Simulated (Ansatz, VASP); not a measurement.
TiSnS4 in VASP and in Ansatz

```
Ti Sn S
1.0
     4.20000   -4.16076    0.00000
     4.20000    4.16076    0.00000
     0.00000    0.00000    3.77611
Ti Sn S
1 1 4
Direct
  0.50000 0.50000 0.50000
  0.00000 0.00000 0.00000
  0.31695 0.31695 0.00000
  0.20522 0.79478 0.50000
  0.79478 0.20522 0.50000
  0.68305 0.68305 0.00000
```

Change from the starting cell: species swapped into the SbRhO4 type (Cmmm, No. 65).

Alike in both runs: functional PBE; k mesh 2 × 2 × 3; occupations gaussian, width 0.15 eV; collinear spin.

Ansatz relaxed the structure, and its values are those at the end. VASP's run is a single point on that final structure, the one shown.

|  | VASP | Ansatz |
| --- | --- | --- |
| version | VASP 6.6.1 | Ansatz 0.2.0 |
| potentials or method | VASP PAW PBE potentials, release 64 (Ti_sv, Sn_d, S), cutoff 520 eV | scalar-relativistic, plane waves, PAW |
| valence electrons in the cell | 50 | 50 |

```tsv
	VASP	Ansatz	Ansatz less VASP
gap on the k mesh at the Fermi level (eV)	none	none	-
pressure (GPa)	0.1	0.1	+0.03
rms of the force components (eV/Å)	0.004	0.005	+0.0015
net moment per atom (μB)	0.00	0.00	0.000
```

A gap of «none» marks a metal or a gap that the smearing closes. The functional is the same, so the differences come from potentials, cutoffs and numerics. Ansatz's warnings: seeded moment not kept.

The k mesh is coarse, so the values compare programs but aren't converged.
